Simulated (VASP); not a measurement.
Crystal: SiC.

```
Si C
1.0
    -4.37973   -4.37973    4.37973
     4.37973   -4.37973   -4.37973
     4.37973    4.37973    4.37973
Si C
16 16
Direct
  0.25052 0.74384 0.24655
  0.00713 0.74623 0.50148
  0.50085 0.48614 0.24807
  0.24860 0.49042 0.50225
  0.99944 0.50179 0.74891
  0.73716 0.75003 0.74719
  0.49467 0.74649 0.00190
  0.99928 0.00251 0.26091
  0.74613 0.24265 0.24835
  0.50642 0.25719 0.50433
  0.25805 0.25181 0.74896
  0.00540 0.25067 0.00766
  0.75222 0.49429 0.99345
  0.75215 0.99470 0.49497
  0.50659 0.00754 0.75634
  0.25042 0.99481 0.00405
  0.24414 0.50180 0.24529
  0.98860 0.49289 0.48457
  0.50624 0.24743 0.24544
  0.25519 0.25857 0.49731
  0.01987 0.26172 0.76750
  0.74949 0.48652 0.74795
  0.49135 0.50502 0.99437
  0.99168 0.74599 0.24463
  0.75132 0.00724 0.25276
  0.50308 0.99839 0.50077
  0.24122 0.99697 0.74257
  0.99702 0.99702 0.99490
  0.75875 0.24554 0.01053
  0.75153 0.74698 0.50990
  0.50689 0.75173 0.75769
  0.25810 0.75402 0.99427
```

| Item | Value |
| --- | --- |
| Program | VASP 6.6.1 |
| Task | relaxation of the atoms |
| Functional | PBE |
| Potentials or basis | VASP PAW PBE potentials, release 64 (Si, C) |
| Cutoff | 520 eV |
| k mesh | 2 × 2 × 2, shifted |
| Occupations | gaussian, width 0.02 eV |
| Spin | no spin polarisation |

At the start: pressure 1.6 GPa; volume 10.50 Å³/atom.

**Question.** How do energy, volume and symmetry change on relaxing?

**Answer.** Over 14 steps the energy falls by 66.4 meV/atom at a fixed cell; space group P1 (No. 1, to 0.1 Å) before, F-43m (No. 216, to 0.1 Å).

The path:
| step | energy change (eV) | largest force (eV/Å) | pressure (GPa) |
| --- | --- | --- | --- |
| 1 | 0.0000 | 3.4876 | 1.58 |
| 2 | -1.1908 | 2.8006 | 0.71 |
| 3 | -1.9275 | 1.0496 | 0.08 |
| 4 | -2.0759 | 0.4720 | 0.00 |
| 5 | -2.0806 | 0.3612 | -0.01 |
| 6 | -2.1133 | 0.1575 | -0.02 |
| 7 | -2.1138 | 0.1793 | -0.02 |
| 8 | -2.1218 | 0.1022 | -0.03 |
| 9 | -2.1219 | 0.1084 | -0.03 |
| 10 | -2.1249 | 0.0495 | -0.03 |
| 11 | -2.1249 | 0.0580 | -0.03 |
| 12 | -2.1255 | 0.0315 | -0.03 |
| 13 | -2.1255 | 0.0305 | -0.03 |
| 14 | -2.1256 | 0.0109 | -0.03 |

Final structure:
```cif
data_structure
_symmetry_space_group_name_H-M 'P 1'
_symmetry_Int_Tables_number 1
_cell_length_a 7.5859
_cell_length_b 7.5859
_cell_length_c 7.5859
_cell_angle_alpha 109.471
_cell_angle_beta 109.471
_cell_angle_gamma 109.471
_cell_volume 336.05
loop_
_atom_site_label
_atom_site_type_symbol
_atom_site_fract_x
_atom_site_fract_y
_atom_site_fract_z
_atom_site_occupancy
Si1 Si 0.25095 0.74876 0.25021 1
Si2 Si 0.00091 0.74872 0.50017 1
Si3 Si 0.50092 0.49871 0.25015 1
Si4 Si 0.25090 0.49874 0.50017 1
Si5 Si 0.00090 0.49870 0.75016 1
Si6 Si 0.75091 0.74876 0.75023 1
Si7 Si 0.50089 0.74873 0.00020 1
Si8 Si 0.00091 0.99873 0.25017 1
Si9 Si 0.75091 0.24873 0.25017 1
Si10 Si 0.50087 0.24872 0.50011 1
Si11 Si 0.25094 0.24875 0.75021 1
Si12 Si 0.00090 0.24872 0.00019 1
Si13 Si 0.75094 0.49874 0.00017 1
Si14 Si 0.75095 0.99878 0.50020 1
Si15 Si 0.50091 0.99875 0.75020 1
Si16 Si 0.25087 0.99867 0.00011 1
C1 C 0.25095 0.49871 0.25020 1
C2 C 0.00091 0.49867 0.50016 1
C3 C 0.50091 0.24864 0.25011 1
C4 C 0.25094 0.24872 0.50018 1
C5 C 0.00097 0.24871 0.75022 1
C6 C 0.75090 0.49864 0.75013 1
C7 C 0.50098 0.49875 0.00021 1
C8 C 0.00093 0.74870 0.25018 1
C9 C 0.75094 0.99873 0.25021 1
C10 C 0.50095 0.99874 0.50022 1
C11 C 0.25090 0.99867 0.75013 1
C12 C 0.00095 0.99873 0.00022 1
C13 C 0.75094 0.24869 0.00023 1
C14 C 0.75091 0.74870 0.50022 1
C15 C 0.50093 0.74870 0.75022 1
C16 C 0.25093 0.74873 0.00018 1
```
